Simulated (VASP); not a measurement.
# Na2S (Fm-3m) in VASP: further runs, part 3 of 3

VASP 6.6.1.

### 7 Single point, PBE-based screened hybrid

POSCAR reads:

```
Na2S
1.0
    0.0000000000      3.2554286299      3.2554286299
    3.2554286299      0.0000000000      3.2554286299
    3.2554286299      3.2554286299      0.0000000000
Na S
2 1
Direct
    0.2500000000      0.2500000000      0.2500000000
    0.7500000000      0.7500000000      0.7500000000
    0.0000000000      0.0000000000      0.0000000000
```

INCAR.step1 reads:

```
  ALGO = Normal
  EDIFF = 1E-5
  ENCUT = 400
  GGA = PE
  GGA_COMPAT = False
  ISIF = 2
  ISMEAR = 0
  LASPH = True
  LREAL = False
  LWAVE = True
  NBANDS = 17
  NELM = 120
  PREC = Accurate
  SIGMA = 0.01
```

INCAR.step2 reads:

```
  AEXX = 0.5
  ALGO = Normal
  EDIFF = 1E-6
  ENCUT = 400
  GGA = PE
  GGA_COMPAT = False
  HFSCREEN = 0.5
  ISIF = 2
  ISMEAR = 0
  ISTART = 1
  LASPH = True
  LCHARG = True
  LELF = True
  LHFCALC = True
  LREAL = False
  LVHAR = True
  LWAVE = False
  NBANDS = 17
  NELM = 120
  PREC = Accurate
  PRECFOCK = Normal
  SIGMA = 0.01
```

KPOINTS reads:

```
k-points
0
Gamma
  4 4 4
```

Potentials or basis: VASP PAW PBE potentials, release 64 (Na_pv, S).

On the command line:

```console
> cat potpaw_PBE.64/Na_pv/POTCAR potpaw_PBE.64/S/POTCAR > POTCAR
> cp INCAR.step1 INCAR
> mpirun -np 1 vasp_std > vasp.out
> cp INCAR.step2 INCAR
> mpirun -np 1 vasp_std > vasp.out
```

OUTCAR:

```text
AEXX = 0.5
   EDIFF = 1E-6
   ENCUT = 400
   GGA = PE
   HFSCREEN = 0.5
   ISIF = 2
   ISMEAR = 0
   ISTART = 1
   LASPH = True
   LHFCALC = True
   LREAL = False
   NELM = 120
   PREC = Accurate
   PRECFOCK = Normal

 ion  position               nearest neighbor table
   1  0.250  0.250  0.250-
   2  0.750  0.750  0.750-
   3  0.000  0.000  0.000-

  LATTYP: Found a face centered cubic cell.
 ALAT       =     6.5108572598

  Lattice vectors:

 A1 = (   0.0000000000,   3.2554286299,   3.2554286299)
 A2 = (   3.2554286299,   0.0000000000,   3.2554286299)
 A3 = (   3.2554286299,   3.2554286299,   0.0000000000)

Analysis of symmetry for initial positions (statically):
=====================================================================
 Subroutine PRICEL returns:
 Original cell was already a primitive cell.

 Routine SETGRP: Setting up the symmetry group for a
 face centered cubic supercell.

 Subroutine GETGRP returns: Found 48 space group operations
 (whereof 48 operations were pure point group operations)
 out of a pool of 48 trial point group operations.

The static configuration has the point symmetry O_h .

Analysis of symmetry for dynamics (positions and initial velocities):
=====================================================================
 Subroutine PRICEL returns:
 Original cell was already a primitive cell.

 Routine SETGRP: Setting up the symmetry group for a
 face centered cubic supercell.

 Subroutine GETGRP returns: Found 48 space group operations
 (whereof 48 operations were pure point group operations)
 out of a pool of 48 trial point group operations.

The dynamic configuration has the point symmetry O_h .

 Subroutine INISYM returns: Found 48 space group operations
 (whereof 48 operations are pure point group operations),
 and found     1 'primitive' translations

----------------------------------------------------------------------------------------

                                     Primitive cell

  volume of cell :      69.0009

  direct lattice vectors                    reciprocal lattice vectors
     0.000000000  3.255428630  3.255428630    -0.153589606  0.153589606  0.153589606
     3.255428630  0.000000000  3.255428630     0.153589606 -0.153589606  0.153589606
     3.255428630  3.255428630  0.000000000     0.153589606  0.153589606 -0.153589606

  length of vectors
     4.603871320  4.603871320  4.603871320     0.266025001  0.266025001  0.266025001

  position of ions in fractional coordinates (direct lattice)
     0.250000000  0.250000000  0.250000000
     0.750000000  0.750000000  0.750000000
     0.000000000  0.000000000  0.000000000

  ion indices of the primitive-cell ions
   primitive index   ion index
                 1           1
                 2           2
                 3           3

[... 28 lines left out ...]
  0.000000  0.000000  0.000000      1.000000
  0.250000  0.000000  0.000000      8.000000
  0.500000  0.000000  0.000000      4.000000
  0.250000  0.250000  0.000000      6.000000
  0.500000  0.250000  0.000000     24.000000
 -0.250000  0.250000  0.000000     12.000000
  0.500000  0.500000  0.000000      3.000000
 -0.250000  0.500000  0.250000      6.000000
   k-points           NKPTS =      8   k-points in BZ     NKDIM =     64   number of bands    NBANDS=     17
   number of dos      NEDOS =    301   number of ions     NIONS =      3
   total plane-waves  NPLWV =  27000
   dimension x,y,z NGX =    30 NGY =   30 NGZ =   30
   dimension x,y,z NGXF=    60 NGYF=   60 NGZF=   60
   ions per type =               2   1
   NGX,Y,Z   is equivalent  to a cutoff of  10.83, 10.83, 10.83 a.u.
   NGXF,Y,Z  is equivalent  to a cutoff of  21.67, 21.67, 21.67 a.u.
 SYSTEM =  unknown system
   PREC   = accura    normal or accurate (medium, high low for compatibility)
   ISTART =      1    job   : 0-new  1-cont  2-samecut
   ICHARG =      0    charge: 1-file 2-atom 10-const
   ISPIN  =      1    spin polarized calculation?
   LNONCOLLINEAR =      F non collinear calculations
   LSORBIT =      F    spin-orbit coupling
   LASPH  =      T    aspherical Exc in radial PAW
   ENCUT  =  400.0 eV  29.40 Ry    5.42 a.u.   7.51  7.51  7.51*2*pi/ulx,y,z
   NELM   =    120;   NELMIN=  2; NELMDL=  0     # of ELM steps
   EDIFF  = 0.1E-05   stopping-criterion for ELM
   LREAL  =      F    real-space projection
   EDIFFG = 0.1E-04   stopping-criterion for IOM
   NSW    =      0    number of steps for IOM
   IBRION =     -1    ionic relax: 0-MD 1-quasi-New 2-CG
   NFREE  =      0    steps in history (QN), initial steepest desc. (CG)
   ISIF   =      2    stress and relaxation
   ISYM   =      3    0-nonsym 1-usesym 2-fastsym
   POTIM  = 0.5000    time-step for ionic-motion
   TEBEG  =    0.0;   TEEND  =   0.0 temperature during run
   PSTRESS=    0.0 pullay stress
   NELECT =      20.0000    total number of electrons
   NUPDOWN=      -1.0000    fix difference up-down
   EMIN   =  10.00;   EMAX   =-10.00  energy-range for DOS
   EFERMI =   0.00;   METHOD = LEGACY
   ISMEAR =     0;   SIGMA  =   0.01  broadening in eV -4-tet -1-fermi 0-gaus
   EFERMI_NEDOS =   21; number of points for ismear=-14 and -15
   IALGO  =     38    algorithm
   IMIX   =      1    mixing-type and parameters
     AMIX     =   0.40;   BMIX     =  1.00
     AMIX_MAG =   1.60;   BMIX_MAG =  1.00
  volume/ion in A,a.u.               =      23.00       155.21
  Fermi-wavevector in a.u.,A,eV,Ry     =   1.083428  2.047382 15.970734  1.173816
  Thomas-Fermi vector in A             =   2.219494
   LORBIT       =      0    0 simple, 1 ext, 2 COOP (PROOUT), +10 PAW based schemes
   GGA     = PE    functional components
   LHFCALC =     T    Hartree Fock is set to
   PRECFOCK=normal    Normal, Fast or Accurate (Low or Medium for compatibility)
   ENCUT4O =  -1.0   cutoff for four orbital integrals eV
   NKREDX  =     1    reduce k-point grid by
   NKREDY  =     1    reduce k-point grid by
   NKREDZ  =     1    reduce k-point grid by
   AEXX    =    0.5000 exact exchange contribution
   HFSCREEN=    0.5000 screening length (either q_TF or 0.3 A-1)
   HFSCREENC=   0.5000 screening length for correlation (either q_TF or 0.3 A-1)
   ENCUTFOCK=  -1.0 apply spherical cutoff to Coloumb kernel
   IVDW    =     0    specifies the selected vdW correction
   LEPSILON=     F    determine dielectric tensor
   LRPA    =     F    only Hartree local field effects (RPA)
 non-spin polarized calculation
 Gauss-broadening in eV      SIGMA  =   0.01
  energy-cutoff  :      400.00
  volume of cell :       69.00
 maximum number of plane-waves:      1283
  NGX = 24; NGY = 24; NGZ = 24

 number of electron      19.9999976 magnetization

 Free energy of the ion-electron system (eV)
  ---------------------------------------------------
  ext. energy  EPLUGINS =         0.00000000
  ---------------------------------------------------
  free energy    TOTEN  =       -11.59516895 eV

  energy without entropy =      -11.59516895  energy(sigma->0) =      -11.59516895

 E-fermi :  -0.4325     XC(G=0):  -6.0334

 val. band max:       -0.5188750820   @ k =   0.0000   0.0000   0.0000
 cond. band min:       2.9891837406   @ k =   0.0000   0.0000   0.0000
 fundamental gap:      3.5080588226
 Fermi energy:        -0.4325081083

 k-point     1 :       0.0000    0.0000    0.0000
  band No.  band energies     occupation
      1     -26.9089      2.00000
      2     -26.9088      2.00000
      3     -26.9088      2.00000
      4     -26.8619      2.00000
      5     -26.8619      2.00000
      6     -26.8619      2.00000
[... 137 lines left out ...]
      4     -26.8873      2.00000
      5     -26.8530      2.00000
      6     -26.8522      2.00000
[... 9 lines left out ...]
     16      11.4723      0.00000
     17      12.9358      0.00000

------------------------ aborting loop because EDIFF is reached ----------------------------------------

  FORCE on cell =-STRESS in cart. coord.  units (eV):
  Direction    XX          YY          ZZ          XY          YZ          ZX
  --------------------------------------------------------------------------------------
  -------------------------------------------------------------------------------------
  Total       -0.1030982     -0.1030982     -0.1030982      0.0000000      0.0000000      0.0000000
  in kB       -2.3939054     -2.3939054     -2.3939054      0.0000000      0.0000000      0.0000000
  external PRESSURE =      -2.3939054 kB  Pullay stress =       0.0000000 kB

 VOLUME and BASIS-vectors are now :
 -----------------------------------------------------------------------------
  energy-cutoff  :      400.00
  volume of cell :       69.00
      direct lattice vectors                 reciprocal lattice vectors
     0.000000000  3.255428630  3.255428630    -0.153589606  0.153589606  0.153589606
     3.255428630  0.000000000  3.255428630     0.153589606 -0.153589606  0.153589606
     3.255428630  3.255428630  0.000000000     0.153589606  0.153589606 -0.153589606

 POSITION                                       TOTAL-FORCE (eV/Angst)
 -----------------------------------------------------------------------------------
      1.62771      1.62771      1.62771         0.000000      0.000000      0.000000
      4.88314      4.88314      4.88314        -0.000000      0.000000     -0.000000
      0.00000      0.00000      0.00000        -0.000000     -0.000000      0.000000
 -----------------------------------------------------------------------------------
    total drift:                                0.000002      0.000003      0.000003

  FREE ENERGIE OF THE ION-ELECTRON SYSTEM (eV)
  ---------------------------------------------------
  free  energy   TOTEN  =       -11.5951689477 eV

  energy  without entropy=      -11.5951689477  energy(sigma->0) =      -11.59516895
```

It took 1.9 min on 1 thread of Intel Xeon 6975P-C (Granite Rapids), shared host; peak memory 0.26 GiB.

Results:

- Free energy: -11.5952 eV
- Pressure: -0.2 GPa
- Band gap on the k mesh: 3.51 eV, direct

Caveat: the PAW data sets were made with another functional, which shifts forces and pressure a little.

### 8 The runs side by side

```csv
level,k mesh,cutoff (eV),grid for exact exchange (PRECFOCK),share of exact exchange,screening parameter,gap on the mesh (eV),pressure (GPa)
PBEsol+D3(BJ),6 × 6 × 6,500,-,-,-,2.41,-1.8
r2SCAN,6 × 6 × 6,550,-,-,-,3.11,-0.1
PBE-based screened hybrid,4 × 4 × 4,400,Normal,0.35,0.3 1/Å,3.64,-0.2
PBE-based screened hybrid,4 × 4 × 4,400,Normal,0.05,0.1 1/Å,2.78,0.5
PBE-based global hybrid,4 × 4 × 4,400,Normal,0.1,-,3.20,0.4
PBE-based screened hybrid,4 × 4 × 4,400,Normal,0.5,0.5 1/Å,3.51,-0.2
```

Alike in all rows: task single point; potentials or basis VASP PAW PBE potentials, release 64 (Na_pv, S); no spin polarisation; cell as given; smearing gaussian 0.01 eV.

On the cell as given the gap runs from 2.41 eV (PBEsol+D3(BJ)) to 3.64 eV (PBE-based screened hybrid); the meshes differ, which moves gaps too. The pressure there spans -1.8 GPa (PBEsol+D3(BJ)) to 0.5 GPa (PBE-based screened hybrid); a positive pressure means that this level wants a larger cell, a negative one a smaller.

Caveats: the PAW data sets were made with another functional, which shifts forces and pressure a little.

Absolute energies hang on the potentials; compare differences alone.
